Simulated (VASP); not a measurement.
# Hf (P-1) in VASP: single point with PBEsol

Aim: the single point of Hf with PBEsol.

Program: VASP 6.6.1. These are calculated values, not measurements. Logs are shortened: lines on timing, memory, paths and dates and some standing lists are left out, and cuts for length are marked.

## (1) The cell of the first run

The typed cell holds 1 atom: a = 3.098 Å, b = 3.228 Å, c = 3.139 Å, α = 56.16°, β = 62.08°, γ = 58.62°.

## (2) Single point, PBEsol (strained)

INCAR reads:

```
SYSTEM = Hf
ALGO = Fast
EDIFF = 1E-6
ENCUT = 520
GGA = PS
ISIF = 2
ISMEAR = 0
LASPH = .True.
LCHARG = .True.
LELF = .True.
LREAL = .False.
LVHAR = .True.
LWAVE = .False.
NBANDS = 11
NELM = 100
PREC = Accurate
SIGMA = 0.1
```

KPOINTS reads:

```
k-points
0
Gamma
  14 14 14
  0 0 0
```

POSCAR reads:

```
Hf
1.0
    0.0181374000      2.1132402000      2.2652214000
    2.3295126000      0.0494616000      2.2338972000
    2.3395692000      2.0919726000      0.0394050000
Hf
1
Direct
    0.0000000000      0.0000000000      0.0000000000
```

Potentials or basis: VASP PAW PBE potentials, release 64 (Hf_pv).

The run is started by

```console
cat potpaw_PBE.64/Hf_pv/POTCAR > POTCAR
mpirun -np 1 vasp_std > vasp.out
```

OUTCAR:

```text
SYSTEM = Hf
   EDIFF = 1E-6
   ENCUT = 520
   GGA = PS
   ISIF = 2
   ISMEAR = 0
   LASPH = .True.
   LREAL = .False.
   NELM = 100
   PREC = Accurate

 ion  position               nearest neighbor table
   1  0.000  0.000  0.000-

  LATTYP: Found a triclinic cell.
 ALAT       =     3.1387077205
 B/A-ratio  =     1.4818317885
 C/A-ratio  =     0.9551565891
 COS(alpha) =     0.0062125941
 COS(beta)  =     0.4474027720
 COS(gamma) =     0.7494397791

  Lattice vectors:

 A1 = (   2.3395692000,   2.0919726000,   0.0394050000)
 A2 = (   4.6509444000,   0.0281940000,   0.0080808000)
 A3 = (   0.0100566000,   2.0425110000,  -2.1944922000)

Analysis of symmetry for initial positions (statically):
=====================================================================
 Subroutine PRICEL returns:
 Original cell was already a primitive cell.

 Routine SETGRP: Setting up the symmetry group for a
 triclinic supercell.

 Subroutine GETGRP returns: Found  2 space group operations
 (whereof  2 operations were pure point group operations)
 out of a pool of  2 trial point group operations.

The static configuration has the point symmetry S_2 .

Analysis of symmetry for dynamics (positions and initial velocities):
=====================================================================
 Subroutine PRICEL returns:
 Original cell was already a primitive cell.

 Routine SETGRP: Setting up the symmetry group for a
 triclinic supercell.

 Subroutine GETGRP returns: Found  2 space group operations
 (whereof  2 operations were pure point group operations)
 out of a pool of  2 trial point group operations.

The dynamic configuration has the point symmetry S_2 .

 Subroutine INISYM returns: Found  2 space group operations
 (whereof  2 operations are pure point group operations),
 and found     1 'primitive' translations

----------------------------------------------------------------------------------------

                                     Primitive cell

  volume of cell :      21.5428

  direct lattice vectors                    reciprocal lattice vectors
     0.018137400  2.113240200  2.265221400    -0.216838632  0.238342838  0.220842529
     2.329512600  0.049461600  2.233897200     0.216105494 -0.245972541  0.227739094
     2.339569200  2.091972600  0.039405000     0.213933582  0.243067490 -0.228472233

  length of vectors
     3.097957569  3.227905219  3.138707721     0.390637586  0.398834766  0.396294011

[... 78 lines left out ...]
   EDIFF  = 0.1E-05   stopping-criterion for ELM
   LREAL  =      F    real-space projection
   EDIFFG = 0.1E-04   stopping-criterion for IOM
   NSW    =      0    number of steps for IOM
   IBRION =     -1    ionic relax: 0-MD 1-quasi-New 2-CG
   NFREE  =      0    steps in history (QN), initial steepest desc. (CG)
   ISIF   =      2    stress and relaxation
   ISYM   =      2    0-nonsym 1-usesym 2-fastsym
   POTIM  = 0.5000    time-step for ionic-motion
   TEBEG  =    0.0;   TEEND  =   0.0 temperature during run
   PSTRESS=    0.0 pullay stress
   NELECT =      10.0000    total number of electrons
   NUPDOWN=      -1.0000    fix difference up-down
   EMIN   =  10.00;   EMAX   =-10.00  energy-range for DOS
   EFERMI =   0.00;   METHOD = LEGACY
   ISMEAR =     0;   SIGMA  =   0.10  broadening in eV -4-tet -1-fermi 0-gaus
   EFERMI_NEDOS =   21; number of points for ismear=-14 and -15
   IALGO  =     68    algorithm
   IMIX   =      4    mixing-type and parameters
     AMIX     =   0.40;   BMIX     =  1.00
     AMIX_MAG =   1.60;   BMIX_MAG =  1.00
  volume/ion in A,a.u.               =      21.54       145.38
  Fermi-wavevector in a.u.,A,eV,Ry     =   1.267577  2.395373 21.861184  1.606752
  Thomas-Fermi vector in A             =   2.400718
   LORBIT       =      0    0 simple, 1 ext, 2 COOP (PROOUT), +10 PAW based schemes
   GGA     = PS    functional components
   LHFCALC =     F    Hartree Fock is set to
   AEXX    =    0.0000 exact exchange contribution
   IVDW    =     0    specifies the selected vdW correction
   LEPSILON=     F    determine dielectric tensor
   LRPA    =     F    only Hartree local field effects (RPA)
 non-spin polarized calculation
 RMM-DIIS sequential band-by-band and
 Gauss-broadening in eV      SIGMA  =   0.10
  energy-cutoff  :      520.00
  volume of cell :       21.54
 maximum number of plane-waves:       597
   NGX = 11   NGY = 11   NGZ = 11

 number of electron      10.0000001 magnetization

 Free energy of the ion-electron system (eV)
  ---------------------------------------------------
  ext. energy  EPLUGINS =         0.00000000
  ---------------------------------------------------
  free energy    TOTEN  =       -10.40855586 eV

  energy without entropy =      -10.40029700  energy(sigma->0) =      -10.40442643

 E-fermi :   4.8166     XC(G=0): -11.5660

 val. band max:        4.8157382487   @ k =  -0.3571   0.2143   0.4286
 cond. band min:       4.8167942042   @ k =  -0.4286  -0.2143   0.2857
 fundamental gap:      0.0010559555
 Fermi energy:         4.8165662791

 k-point     1 :       0.0000    0.0000    0.0000
  band No.  band energies     occupation
      1     -25.0158      2.00000
      2     -24.9937      2.00000
      3     -24.9474      2.00000
      4      -2.4968      2.00000
      5       5.6615      0.00000
      6       6.1619      0.00000
      7       7.1034      0.00000
      8       8.2662      0.00000
      9       9.8842      0.00000
     10      16.4656      0.00000
     11      19.5127      0.00000
[... 309 lines left out ...]
 k-point    24 :       0.0714    0.1429    0.0000
  band No.  band energies     occupation
      1     -25.1249      2.00000
      2     -25.0408      2.00000
      3     -25.0196      2.00000
      4      -1.8206      2.00000
      5       5.6386      0.00000
      6       6.2256      0.00000
      7       7.0892      0.00000
      8       7.9669      0.00000
      9       9.4103      0.00000
     10      17.8063      0.00000
     11      19.5089      0.00000

 [... further k-points ...]
[... 5 lines left out ...]
  --------------------------------------------------------------------------------------
  -------------------------------------------------------------------------------------
  Total       -0.4161657      0.3283387     -0.0484621     -0.1062277     -0.3043724     -0.0127932
  in kB      -30.9510583     24.4191959     -3.6042205     -7.9003587    -22.6367744     -0.9514583
  external PRESSURE =      -3.3786943 kB  Pullay stress =       0.0000000 kB

 VOLUME and BASIS-vectors are now :
 -----------------------------------------------------------------------------
  energy-cutoff  :      520.00
  volume of cell :       21.54
      direct lattice vectors                 reciprocal lattice vectors
     0.018137400  2.113240200  2.265221400    -0.216838632  0.238342838  0.220842529
     2.329512600  0.049461600  2.233897200     0.216105494 -0.245972541  0.227739094
     2.339569200  2.091972600  0.039405000     0.213933582  0.243067490 -0.228472233

 POSITION                                       TOTAL-FORCE (eV/Angst)
 -----------------------------------------------------------------------------------
      0.00000      0.00000      0.00000        -0.000000      0.000000      0.000000
 -----------------------------------------------------------------------------------
    total drift:                               -0.000000      0.000000     -0.000000

  FREE ENERGIE OF THE ION-ELECTRON SYSTEM (eV)
  ---------------------------------------------------
  free  energy   TOTEN  =       -10.4085558591 eV

  energy  without entropy=      -10.4002970015  energy(sigma->0) =      -10.40442643
```

stdout:

```text
POSCAR found type information on POSCAR Hf
 POSCAR found :  1 types and       1 ions
 scaLAPACK will be used
 -----------------------------------------------------------------------------
|                                                                             |
|                                                                             |
|     You enforced a specific xc type in the INCAR file but a different       |
|     I HOPE YOU KNOW WHAT YOU ARE DOING!                                     |
|                                                                             |
 -----------------------------------------------------------------------------

 LDA part: xc-table for (Slater+PW92), standard interpolation
 POSCAR, INCAR and KPOINTS ok, starting setup
 FFT: planning ... GRIDC
 FFT: planning ... GRID_SOFT
 FFT: planning ... GRID
 WAVECAR not read
 entering main loop
```

Wall time 2.5 min (1 thread of Intel Xeon Platinum 8488C (Sapphire Rapids), shared host); peak memory 0.41 GiB.

Results:

```
Free energy            : -10.4086 eV
Pressure               : -0.3 GPa
Band gap on the k mesh : zero (band 5 reaches 6.02 eV, above the bottom of band 6 at 4.05 eV)
```

Stress tensor (GPa, compression positive):
```
-3.10 -0.79 -0.10
-0.79  2.44 -2.26
-0.10 -2.26 -0.36
```

Levels at points of the mesh, in eV from the Fermi level:
| k point | band 2 | band 3 | band 4 | band 5 | band 6 | band 7 | band 8 | band 9 |
| --- | --- | --- | --- | --- | --- | --- | --- | --- |
| (0.00, 0.00, 0.00) | -29.81 | -29.76 | -7.31 | 0.84 | 1.35 | 2.29 | 3.45 | 5.07 |
| (0.50, 0.00, 0.00) | -29.99 | -29.84 | -3.74 | 0.40 | 0.72 | 2.14 | 6.26 | 6.89 |
| (0.00, 0.50, 0.00) | -30.01 | -29.89 | -3.66 | 0.68 | 0.98 | 1.62 | 6.00 | 7.12 |
| (0.50, 0.50, 0.00) | -30.22 | -30.02 | -3.41 | -2.10 | 2.63 | 6.20 | 6.46 | 7.88 |
| (0.00, 0.00, 0.50) | -30.00 | -29.88 | -3.68 | 0.61 | 0.90 | 1.77 | 6.08 | 6.97 |
| (0.50, 0.00, 0.50) | -30.28 | -30.18 | -3.27 | -2.40 | 3.85 | 6.44 | 6.90 | 7.59 |
| (0.00, 0.50, 0.50) | -30.12 | -29.98 | -3.51 | -2.08 | 1.97 | 6.54 | 6.82 | 7.56 |
| (0.50, 0.50, 0.50) | -29.96 | -29.83 | -3.79 | 0.47 | 0.58 | 2.16 | 6.26 | 6.81 |

Caveat: the cell differs from its parent crystal (strained); the PAW data sets were made with another functional, which shifts forces and pressure a little; spin-orbit coupling is left out, which moves the levels of the heavy elements.
